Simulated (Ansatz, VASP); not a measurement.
## Two plane-wave programs on AgCl

File POSCAR:

```
AgCl
1.0
    0.0000000000      2.7731838142      2.7731838142
    2.7731838142      0.0000000000      2.7731838142
    2.7731838142      2.7731838142      0.0000000000
Ag Cl
1 1
Direct
    0.0000000000      0.0000000000      0.0000000000
    0.5000000000      0.5000000000      0.5000000000
```

The input INCAR.step1:

```
PREC = Accurate ; ENCUT = 520
EDIFF = 1E-5 ; ISMEAR = 0
SIGMA = 0.01 ; LREAL = F
LASPH = T ; NELM = 100
ALGO = Normal ; ISIF = 2
LWAVE = T ; LCHARG = F
GGA = PE ; NBANDS = 16
```

The input INCAR.step2:

```
PREC = Accurate ; ENCUT = 520
EDIFF = 1E-7 ; ISMEAR = 0
SIGMA = 0.01 ; LREAL = F
LASPH = T ; NELM = 100
ALGO = Normal ; ISIF = 2
LWAVE = F ; LCHARG = F
GGA = PE ; LHFCALC = T
AEXX = 0.15 ; PRECFOCK = Normal
ISTART = 1 ; NBANDS = 16
```

Contents of KPOINTS:

```
regular mesh
0
Gamma
  4 4 4
```

Input for Ansatz:

```yaml
crystal:
  lattice:
    - [0.0, 2.7731838142, 2.7731838142]
    - [2.7731838142, 0.0, 2.7731838142]
    - [2.7731838142, 2.7731838142, 0.0]
  atoms:
    - { symbol: Ag, position: [0.0, 0.0, 0.0] }
    - { symbol: Cl, position: [0.5, 0.5, 0.5] }
kpoints:
  mp_grid: { grid: [4, 4, 4] }
hamiltonian:
  xc: { exchange: pbe, correlation: pbe, exx: { coeff: 0.15 } }
scf:
  occupations: { method: fixed }
  n_extra_bands: 4
output:
  forces: true
  stress: true
  eigenvalues: true
```

Alike in both runs: task single point; functional PBE-based global hybrid with a share of 0.15 of exact exchange; k mesh 4 × 4 × 4; no spin polarisation.

|  | VASP | Ansatz |
| --- | --- | --- |
| version | VASP 6.6.1 | Ansatz 0.2.0 |
| potentials or method | VASP PAW PBE potentials, release 64 (Ag, Cl) | plane waves |
| plane-wave cutoff (eV) | 520 | 420 |
| occupations | gaussian, width 0.01 eV | fixed |
| valence electrons in the cell | 18 | 26 |

|  | VASP | Ansatz | Ansatz less VASP |
| --- | --- | --- | --- |
| gap on the k mesh at the Fermi level (eV) | 2.23 | 2.22 | -0.008 |
| pressure (GPa) | 1.3 | 1.5 | +0.26 |

VASP's potentials were made for PBE, not for PBE-based global hybrid. VASP's potentials hold 18 valence electrons a cell and Ansatz's 26, so a difference there can come from the potentials and not from the codes. Ansatz's warnings: stress exchange threshold loose, stress scf threshold loose.

The k mesh is coarse, so the values compare programs but aren't converged.
